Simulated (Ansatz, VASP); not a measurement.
Mg4Se3O: VASP beside Ansatz

File INCAR:

```
SYSTEM = Mg4Se3O
PREC = Accurate
ENCUT = 520
EDIFF = 1E-7
ISMEAR = 0
SIGMA = 0.01
LREAL = .False.
LASPH = .True.
NELM = 80
ALGO = Normal
ISIF = 2
LWAVE = .False.
LCHARG = .True.
GGA = PE
LELF = .True.
LVHAR = .True.
NBANDS = 26
```

The input KPOINTS:

```
regular mesh
0
Gamma
  6 6 6
  0 0 0
```

Contents of POSCAR:

```
Mg4Se3O
1.0
   -2.8397991724      2.8397991724      5.4957108159
    2.8397991724     -2.8397991724      5.4957108159
    2.8397991724      2.8397991724     -5.4957108159
O Mg Se
1 4 3
Direct
    0.0000000000      0.0000000000      0.0000000000
    0.6838674930      0.6838674930      0.5833200473
    0.8994525543      0.3161325070      0.0000000000
    0.1005474457      0.1005474457      0.4166799527
    0.3161325070      0.8994525543      0.0000000000
    0.2500000000      0.7500000000      0.5000000000
    0.5000000000      0.5000000000      0.0000000000
    0.7500000000      0.2500000000      0.5000000000
```

Input for Ansatz:

```yaml
crystal:
  lattice:
    - [-2.8397991724, 2.8397991724, 5.4957108159]
    - [2.8397991724, -2.8397991724, 5.4957108159]
    - [2.8397991724, 2.8397991724, -5.4957108159]
  atoms:
    - { symbol: O, position: [0.0, 0.0, 0.0] }
    - { symbol: Mg, position: [0.683867493, 0.683867493, 0.5833200473] }
    - { symbol: Se, position: [0.25, 0.75, 0.5] }
    - { symbol: Mg, position: [0.8994525543, 0.316132507, 0.0] }
    - { symbol: Se, position: [0.5, 0.5, 0.0] }
    - { symbol: Mg, position: [0.1005474457, 0.1005474457, 0.4166799527] }
    - { symbol: Se, position: [0.75, 0.25, 0.5] }
    - { symbol: Mg, position: [0.316132507, 0.8994525543, 0.0] }
kpoints:
  mp_grid: { grid: [6, 6, 6] }
hamiltonian:
  xc: pbe
scf:
  occupations: { method: fixed }
  n_extra_bands: 6
output:
  forces: true
  stress: true
  eigenvalues: true
```

Alike in both runs: task single point; functional PBE; k mesh 6 × 6 × 6; no spin polarisation.

```csv
,VASP,Ansatz
version,VASP 6.6.1,Ansatz 0.2.0
potentials or method,"VASP PAW PBE potentials, release 64 (O, Mg, Se)","plane waves, PAW"
plane-wave cutoff (eV),520,420
occupations,"gaussian, width 0.01 eV",fixed
valence electrons in the cell,32,94
```

Ansatz gave:

- gap on the k mesh at the Fermi level (eV): 1.64
- pressure (GPa): 0.0

Problem. What did VASP give for the same quantities?

Solution. gap on the k mesh at the Fermi level (eV): 1.63; pressure (GPa): -0.1.

VASP's potentials hold 32 valence electrons a cell and Ansatz's 94, so a difference there can come from the potentials and not from the codes.
